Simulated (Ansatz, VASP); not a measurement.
## One calculation of AlGa3Ru, two programs

The input INCAR:

```
SYSTEM = AlGa3Ru
  PREC = Accurate
  ENCUT = 600
  EDIFF = 1E-7
  ISMEAR = 0
  SIGMA = 0.1
  LREAL = .FALSE.
  LASPH = .TRUE.
  NELM = 60
  ALGO = Fast
  ISIF = 3
  LWAVE = .FALSE.
  LCHARG = .FALSE.
  GGA = PE
  IBRION = 2
  NSW = 100
  EDIFFG = -0.01
```

KPOINTS

```
regular mesh
0
G
  8 8 8
  0 0 0
```

Contents of POSCAR:

```
AlGa3Ru
1.0
    4.7928111013      0.0000000000      0.0000000000
    0.0000000000      4.7928111013      0.0000000000
    0.0000000000      0.0000000000      4.7928111013
Al Ga Ru
1 3 1
Direct
    0.0000000000      0.0000000000      0.0000000000
    0.0000000000      0.5000000000      0.5000000000
    0.5000000000      0.0000000000      0.5000000000
    0.5000000000      0.5000000000      0.0000000000
    0.5000000000      0.5000000000      0.5000000000
```

Input for Ansatz:

```yaml
crystal:
  lattice:
    - [4.7928111013, 0.0, 0.0]
    - [0.0, 4.7928111013, 0.0]
    - [0.0, 0.0, 4.7928111013]
  atoms:
    - { symbol: Al, position: [0.0, 0.0, 0.0] }
    - { symbol: Ga, position: [0.0, 0.5, 0.5] }
    - { symbol: Ga, position: [0.5, 0.0, 0.5] }
    - { symbol: Ga, position: [0.5, 0.5, 0.0] }
    - { symbol: Ru, position: [0.5, 0.5, 0.5] }
basis:
  ecutwfc: 420
kpoints:
  mp_grid: { grid: [8, 8, 8] }
hamiltonian:
  xc: pbe
scf:
  occupations: { method: gaussian, width: 0.1 }
output:
  forces: true
  stress: true
  eigenvalues: true
relax:
  adjacent_minimum: "off"
  f_tol: 0.01
  max_steps: 80
  cell: { stress_tol: 0.05 }
```

Alike in both runs: task relaxation of cell and atoms; functional PBE; k mesh 8 × 8 × 8; occupations gaussian, width 0.1 eV; no spin polarisation.

```csv
,VASP,Ansatz
version,VASP 6.6.1,Ansatz 0.2.0
potentials or method,"VASP PAW PBE potentials, release 64 (Al, Ga_d, Ru_pv), cutoff 600 eV","scalar-relativistic, plane waves, PAW"
valence electrons in the cell,56,58
```

VASP gave:

| Item | Value |
| --- | --- |
| gap on the k mesh at the Fermi level, each at its own relaxed structure (eV) | none |
| relaxed volume (Å³/atom) | 22.21 |
| relaxed length of the cell vector where the two differ most in proportion (Å) | 4.807 |

Problem. Estimate Ansatz's values.

Solution. gap on the k mesh at the Fermi level, each at its own relaxed structure (eV): none; relaxed volume (Å³/atom): 22.16; relaxed length of the cell vector where the two differ most in proportion (Å): 4.803.

A gap of «none» marks a metal or a gap that the smearing closes. VASP's potentials hold 56 valence electrons a cell and Ansatz's 58, so a difference there can come from the potentials and not from the codes.
